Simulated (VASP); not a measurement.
**Ti: single point with PBE**

The system is Ti.

```
Ti
1.0
     2.05039    2.05033   -0.00005
     2.05441   -2.05395    4.13258
     2.05418   -2.05451   -4.13239
Ti
4
Direct
  0.00002 0.00001 0.00002
  0.50008 0.49999 0.99997
  0.49994 0.00001 0.50002
  0.99997 0.50000 0.49998
```

This isn't the form of Ti at room conditions, which is hcp.

- Program: VASP 6.6.1
- Task: single point
- Functional: PBE
- Potentials or basis: VASP PAW PBE potentials, release 64 (Ti_sv)
- Cutoff: 550 eV
- k mesh: 8 × 6 × 6
- Occupations: gaussian, width 0.2 eV
- Spin: no spin polarisation
- Dipole correction: no
- Second try: not_converged
- Further INCAR settings: ALGO = All; EDIFF = 1e-06; NBANDS = 32

The pressure is -0.2 GPa and the band gap on the k mesh is zero (bands 24 and 25 overlap by 1.19 eV).

Levels at points of the mesh, in eV from the Fermi level:
```tsv
k point	band 21	band 22	band 23	band 24	band 25	band 26	band 27	band 28
(0.00, 0.00, 0.00)	-1.69	0.62	0.62	0.72	0.72	0.80	0.80	0.84
(0.50, 0.00, 0.00)	-0.38	-0.38	-0.37	-0.37	-0.36	-0.36	0.00	0.00
(0.00, 0.50, 0.00)	-0.99	-0.99	0.07	0.07	0.36	0.37	1.09	1.09
(0.50, 0.50, 0.00)	-1.00	-1.00	-1.00	-1.00	0.42	0.42	0.42	0.42
(0.00, 0.00, 0.50)	-0.99	-0.99	0.07	0.07	0.36	0.36	1.09	1.09
(0.50, 0.00, 0.50)	-1.00	-1.00	-1.00	-1.00	0.42	0.42	0.42	0.42
(0.00, 0.50, 0.50)	-0.58	-0.58	-0.35	-0.35	-0.01	-0.01	1.14	1.14
(0.50, 0.50, 0.50)	-1.71	-1.71	0.63	0.63	0.74	0.74	0.78	0.78
```

Wall time 2.3 min on 4 MPI ranks on Intel(R) Xeon(R) Platinum 8259CL CPU @ 2.50GHz (Skylake/Cascade Lake), with other jobs on the host, peak memory 0.67 GiB a rank.
